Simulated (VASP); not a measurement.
# Al (Fm-3m) in VASP: a series of runs

Al is run at these levels: PBEsol; tasks: single point, relaxation of cell and atoms.

Program: VASP 6.6.1. These are calculated values, not measurements. Logs are shortened: lines on timing, memory, paths and dates and some standing lists are left out, and cuts for length are marked.

**1. The cell of the first run**

Symmetry: Fm-3m, No. 225, cubic system. Conventional cell: a = 4.005 Å, b = 4.005 Å, c = 4.005 Å, α = 90.00°, β = 90.00°, γ = 90.00°. Within 3.7 Å of Al (site symmetry m-3m) lie 12 Al at 2.83 Å.

**2. Single point, PBEsol**

Contents of INCAR:

```
SYSTEM = Al
ALGO     = Normal         ! electronic algorithm
EDIFF    = 1E-6           ! SCF threshold, eV
ENCUT    = 500            ! plane-wave cutoff, eV
GGA      = PS             ! functional
GGA_COMPAT= .False.      
ISIF     = 2              ! what is computed and relaxed
ISMEAR   = 0              ! smearing method
LASPH    = .True.         ! aspherical terms in the spheres
LCHARG   = .False.        ! write CHGCAR
LREAL    = .False.        ! projectors in reciprocal space
LWAVE    = .False.        ! write WAVECAR
NBANDS   = 8              ! bands
NELM     = 120            ! most SCF steps
PREC     = Accurate       ! precision mode
SIGMA    = 0.05           ! smearing width, eV
```

Contents of KPOINTS:

```
k-points
0
Gamma
  7 7 7
  0 0 0
```

Contents of POSCAR:

```
Al
1.0
    0.0000000000      2.0024441300      2.0024441300
    2.0024441300      0.0000000000      2.0024441300
    2.0024441300      2.0024441300      0.0000000000
Al
1
Direct
    0.0000000000      0.0000000000      0.0000000000
```

Potentials or basis: VASP PAW PBE potentials, release 64 (Al).

Command:

```bash
$ cat potpaw_PBE.64/Al/POTCAR > POTCAR
$ mpirun -np 1 vasp_std > vasp.out
```

OUTCAR:

```text
SYSTEM = Al
   EDIFF = 1E-6
   ENCUT = 500
   GGA = PS
   ISIF = 2
   ISMEAR = 0
   LASPH = .True.
   LREAL = .False.
   NELM = 120
   PREC = Accurate

 ion  position               nearest neighbor table
   1  0.000  0.000  0.000-

  LATTYP: Found a face centered cubic cell.
 ALAT       =     4.0048882600

  Lattice vectors:

 A1 = (   0.0000000000,   2.0024441300,   2.0024441300)
 A2 = (   2.0024441300,   0.0000000000,   2.0024441300)
 A3 = (   2.0024441300,   2.0024441300,   0.0000000000)

Analysis of symmetry for initial positions (statically):
=====================================================================
 Subroutine PRICEL returns:
 Original cell was already a primitive cell.

 Routine SETGRP: Setting up the symmetry group for a
 face centered cubic supercell.

 Subroutine GETGRP returns: Found 48 space group operations
 (whereof 48 operations were pure point group operations)
 out of a pool of 48 trial point group operations.

The static configuration has the point symmetry O_h .

Analysis of symmetry for dynamics (positions and initial velocities):
=====================================================================
 Subroutine PRICEL returns:
 Original cell was already a primitive cell.

 Routine SETGRP: Setting up the symmetry group for a
 face centered cubic supercell.

 Subroutine GETGRP returns: Found 48 space group operations
 (whereof 48 operations were pure point group operations)
 out of a pool of 48 trial point group operations.

The dynamic configuration has the point symmetry O_h .

 Subroutine INISYM returns: Found 48 space group operations
 (whereof 48 operations are pure point group operations),
 and found     1 'primitive' translations

----------------------------------------------------------------------------------------

                                     Primitive cell

  volume of cell :      16.0587

  direct lattice vectors                    reciprocal lattice vectors
     0.000000000  2.002444130  2.002444130    -0.249694857  0.249694857  0.249694857
     2.002444130  0.000000000  2.002444130     0.249694857 -0.249694857  0.249694857
     2.002444130  2.002444130  0.000000000     0.249694857  0.249694857 -0.249694857

  length of vectors
     2.831883647  2.831883647  2.831883647     0.432484178  0.432484178  0.432484178

  position of ions in fractional coordinates (direct lattice)
     0.000000000  0.000000000  0.000000000

  ion indices of the primitive-cell ions
   primitive index   ion index
[... 70 lines left out ...]
   EDIFFG = 0.1E-04   stopping-criterion for IOM
   NSW    =      0    number of steps for IOM
   IBRION =     -1    ionic relax: 0-MD 1-quasi-New 2-CG
   NFREE  =      0    steps in history (QN), initial steepest desc. (CG)
   ISIF   =      2    stress and relaxation
   ISYM   =      2    0-nonsym 1-usesym 2-fastsym
   POTIM  = 0.5000    time-step for ionic-motion
   TEBEG  =    0.0;   TEEND  =   0.0 temperature during run
   PSTRESS=    0.0 pullay stress
   NELECT =       3.0000    total number of electrons
   NUPDOWN=      -1.0000    fix difference up-down
   EMIN   =  10.00;   EMAX   =-10.00  energy-range for DOS
   EFERMI =   0.00;   METHOD = LEGACY
   ISMEAR =     0;   SIGMA  =   0.05  broadening in eV -4-tet -1-fermi 0-gaus
   EFERMI_NEDOS =   21; number of points for ismear=-14 and -15
   IALGO  =     38    algorithm
   IMIX   =      4    mixing-type and parameters
     AMIX     =   0.40;   BMIX     =  1.00
     AMIX_MAG =   1.60;   BMIX_MAG =  1.00
  volume/ion in A,a.u.               =      16.06       108.37
  Fermi-wavevector in a.u.,A,eV,Ry     =   0.935861  1.768522 11.916478  0.875836
  Thomas-Fermi vector in A             =   2.062812
   LORBIT       =      0    0 simple, 1 ext, 2 COOP (PROOUT), +10 PAW based schemes
   GGA     = PS    functional components
   LHFCALC =     F    Hartree Fock is set to
   AEXX    =    0.0000 exact exchange contribution
   IVDW    =     0    specifies the selected vdW correction
   LEPSILON=     F    determine dielectric tensor
   LRPA    =     F    only Hartree local field effects (RPA)
 non-spin polarized calculation
 Gauss-broadening in eV      SIGMA  =   0.05
  energy-cutoff  :      500.00
  volume of cell :       16.06
 maximum number of plane-waves:       418
 NGX is ok and might be reduce to    24
   NGX = 11   NGY = 11   NGZ = 11

 number of electron       3.0000000 magnetization

 Free energy of the ion-electron system (eV)
  ---------------------------------------------------
  ext. energy  EPLUGINS =         0.00000000
  ---------------------------------------------------
  free energy    TOTEN  =        -4.13895460 eV

  energy without entropy =       -4.13801172  energy(sigma->0) =       -4.13848316

 E-fermi :   8.3620     XC(G=0): -10.3550

 val. band max:        8.3508212081   @ k =  -0.2857   0.2857   0.0000
 cond. band min:       8.4855187610   @ k =  -0.2857   0.4286   0.1429
 fundamental gap:      0.1346975529
 Fermi energy:         8.3620421943

 k-point     1 :       0.0000    0.0000    0.0000
  band No.  band energies     occupation
      1      -3.0817      2.00000
      2      20.9832      0.00000
      3      20.9832      0.00000
      4      20.9832      0.00000
      5      22.6803      0.00000
      6      22.6803      0.00000
      7      22.6803      0.00000
      8      24.9250      0.00000
[... 199 lines left out ...]
 k-point    20 :      -0.2857    0.4286    0.1429
  band No.  band energies     occupation
      1       6.3136      2.00000
      2       6.9720      2.00000
      3       8.4855      0.00048
      4      11.6173      0.00000
      5      21.1360      0.00000
      6      25.6648      0.00000
      7      26.2474      0.00000
      8      27.9415      0.00000

------------------------ aborting loop because EDIFF is reached ----------------------------------------

  FORCE on cell =-STRESS in cart. coord.  units (eV):
  Direction    XX          YY          ZZ          XY          YZ          ZX
  --------------------------------------------------------------------------------------
  -------------------------------------------------------------------------------------
  Total        0.0075244      0.0075244      0.0075244      0.0000000     -0.0000000     -0.0000000
  in kB        0.7507105      0.7507105      0.7507105      0.0000000     -0.0000000     -0.0000000
  external PRESSURE =       0.7507105 kB  Pullay stress =       0.0000000 kB

 VOLUME and BASIS-vectors are now :
 -----------------------------------------------------------------------------
  energy-cutoff  :      500.00
  volume of cell :       16.06
      direct lattice vectors                 reciprocal lattice vectors
     0.000000000  2.002444130  2.002444130    -0.249694857  0.249694857  0.249694857
     2.002444130  0.000000000  2.002444130     0.249694857 -0.249694857  0.249694857
     2.002444130  2.002444130  0.000000000     0.249694857  0.249694857 -0.249694857

 POSITION                                       TOTAL-FORCE (eV/Angst)
 -----------------------------------------------------------------------------------
      0.00000      0.00000      0.00000         0.000000      0.000000      0.000000
 -----------------------------------------------------------------------------------
    total drift:                                0.000000     -0.000000     -0.000000

  FREE ENERGIE OF THE ION-ELECTRON SYSTEM (eV)
  ---------------------------------------------------
  free  energy   TOTEN  =        -4.1389546030 eV

  energy  without entropy=       -4.1380117237  energy(sigma->0) =       -4.13848316
```

stdout:

```text
POSCAR found type information on POSCAR Al
 POSCAR found :  1 types and       1 ions
 scaLAPACK will be used
 -----------------------------------------------------------------------------
|                                                                             |
|                                                                             |
|     You enforced a specific xc type in the INCAR file but a different       |
|     I HOPE YOU KNOW WHAT YOU ARE DOING!                                     |
|                                                                             |
 -----------------------------------------------------------------------------

 LDA part: xc-table for (Slater+PW92), standard interpolation
 POSCAR, INCAR and KPOINTS ok, starting setup
 FFT: planning ... GRIDC
 FFT: planning ... GRID_SOFT
 FFT: planning ... GRID
 WAVECAR not read
 entering main loop
```

It took 1.4 s on 1 thread of Intel Xeon 6975P-C (Granite Rapids), shared host; peak memory 0.12 GiB.

What came out:

```yaml
Free_energy: -4.1390 eV
Pressure: 0.1 GPa
Band_gap_on_the_k_mesh: zero (an odd number of electrons rules out a gap without spin polarisation)
```

Caveat: the k points lie up to 0.39 Å⁻¹ apart, too coarse for converged energies and pressures of a metal; the PAW data sets were made with another functional, which shifts forces and pressure a little.

**3. Relaxation of cell and atoms, PBEsol**

This run uses another cell than the first one, of 16.60 Å³/atom.

Contents of INCAR:

```
SYSTEM = Al
PREC = Accurate
ENCUT = 500
EDIFF = 1E-7
ISMEAR = 0
SIGMA = 0.05
LREAL = .False.
LASPH = .True.
NELM = 120
ALGO = Normal
ISIF = 3
LWAVE = .False.
LCHARG = .False.
GGA = PS
IBRION = 2
NSW = 80
EDIFFG = -0.03
GGA_COMPAT = .False.
NELMIN = 4
```

Contents of KPOINTS:

```
regular mesh
0
Gamma
  7 7 7
  0 0 0
```

Contents of POSCAR:

```
Al
1.0
    0.0000000000      2.0248050000      2.0248050000
    2.0248050000      0.0000000000      2.0248050000
    2.0248050000      2.0248050000      0.0000000000
Al
1
Direct
    0.0000000000      0.0000000000      0.0000000000
```

Potentials or basis: VASP PAW PBE potentials, release 64 (Al).

Command:

```bash
$ cat potpaw_PBE.64/Al/POTCAR > POTCAR
$ mpirun -np 1 vasp_std > vasp.out
```

OUTCAR:

```text
SYSTEM = Al
   PREC = Accurate
   ENCUT = 500
   EDIFF = 1E-7
   ISMEAR = 0
   LREAL = .False.
   LASPH = .True.
   NELM = 120
   ISIF = 3
   GGA = PS
   IBRION = 2
   NSW = 80
   EDIFFG = -0.03
   NELMIN = 4

 ion  position               nearest neighbor table
   1  0.000  0.000  0.000-

  LATTYP: Found a face centered cubic cell.
 ALAT       =     4.0496100000

  Lattice vectors:

 A1 = (   0.0000000000,   2.0248050000,   2.0248050000)
 A2 = (   2.0248050000,   0.0000000000,   2.0248050000)
[... 174 lines left out ...]

  FORCE on cell =-STRESS in cart. coord.  units (eV):
  Direction    XX          YY          ZZ          XY          YZ          ZX
  --------------------------------------------------------------------------------------
  -------------------------------------------------------------------------------------
  Total       -0.2688442     -0.2688442     -0.2688442     -0.0000000      0.0000000     -0.0000000
  in kB      -25.9436846    -25.9436846    -25.9436846     -0.0000000      0.0000000     -0.0000000
  external PRESSURE =     -25.9436846 kB  Pullay stress =       0.0000000 kB
[... 57 lines left out ...]
--------------------------------------- Ionic step        3  -------------------------------------------

 number of electron       3.0000000 magnetization

 Free energy of the ion-electron system (eV)
  ---------------------------------------------------
  ext. energy  EPLUGINS =         0.00000000
  ---------------------------------------------------
  free energy    TOTEN  =        -4.13898886 eV

  energy without entropy =       -4.13804528  energy(sigma->0) =       -4.13851707

 E-fermi :   8.3550     XC(G=0): -10.3524

 val. band max:        8.3437632064   @ k =  -0.2857   0.2857   0.0000
 cond. band min:       8.4770627009   @ k =  -0.2857   0.4286   0.1429
 fundamental gap:      0.1332994944
 Fermi energy:         8.3549771506

 k-point     1 :       0.0000    0.0000    0.0000
  band No.  band energies     occupation
      1      -3.0843      2.00000
      2      20.9717      0.00000
      3      20.9717      0.00000
      4      20.9717      0.00000
      5      22.6633      0.00000
[... 178 lines left out ...]
  FREE ENERGIE OF THE ION-ELECTRON SYSTEM (eV)
  ---------------------------------------------------
  free  energy   TOTEN  =        -4.1389888633 eV

  energy  without entropy=       -4.1380452756  energy(sigma->0) =       -4.13851707

 reached required accuracy - stopping structural energy minimisation
```

CONTCAR:

```text
Al
   1.00000000000000
     0.0000000000000000    2.0029168916558171    2.0029168916558171
     2.0029168916558171   -0.0000000000000000    2.0029168916558171
     2.0029168916558171    2.0029168916558171   -0.0000000000000000
  Al
     1
Direct
     0.0000000000000000    0.0000000000000000    0.0000000000000000

  0.00000000E+00  0.00000000E+00  0.00000000E+00
```

Wall time 2.1 s (1 thread of Intel Xeon 6975P-C (Granite Rapids), shared host); peak memory 0.13 GiB.

Results:

```yaml
Free_energy: -4.1390 eV
Relaxed_volume: 16.07 Å³/atom
Relaxed_cell: a = 2.833 Å, b = 2.833 Å, c = 2.833 Å, α = 60.00°, β = 60.00°, γ = 60.00°
Space_group_after_relaxing_to_0.1_Å: Fm-3m (No. 225)
Energy_gained_by_relaxing: 4.5 meV/atom
Ionic_steps: 3
Pressure_after_relaxing: 0.0 GPa
Band_gap_on_the_k_mesh: zero (an odd number of electrons rules out a gap without spin polarisation)
```

The path:
```
step  energy change (eV)  largest force (eV/Å)  pressure (GPa)  volume (Å³)
   1              0.0000                0.0000           -2.59        16.60
   2             -0.0043                0.0000            0.60        15.97
   3             -0.0045                0.0000            0.01        16.07
```

Final structure:
```cif
data_structure
_symmetry_space_group_name_H-M 'P 1'
_symmetry_Int_Tables_number 1
_cell_length_a 2.8326
_cell_length_b 2.8326
_cell_length_c 2.8326
_cell_angle_alpha 60.000
_cell_angle_beta 60.000
_cell_angle_gamma 60.000
_cell_volume 16.07
loop_
_atom_site_label
_atom_site_type_symbol
_atom_site_fract_x
_atom_site_fract_y
_atom_site_fract_z
_atom_site_occupancy
Al1 Al 0.00000 0.00000 0.00000 1
```

Caveat: the k points lie up to 0.39 Å⁻¹ apart in the final cell, too coarse for converged energies and pressures of a metal; the PAW data sets were made with another functional, which shifts forces and pressure a little.
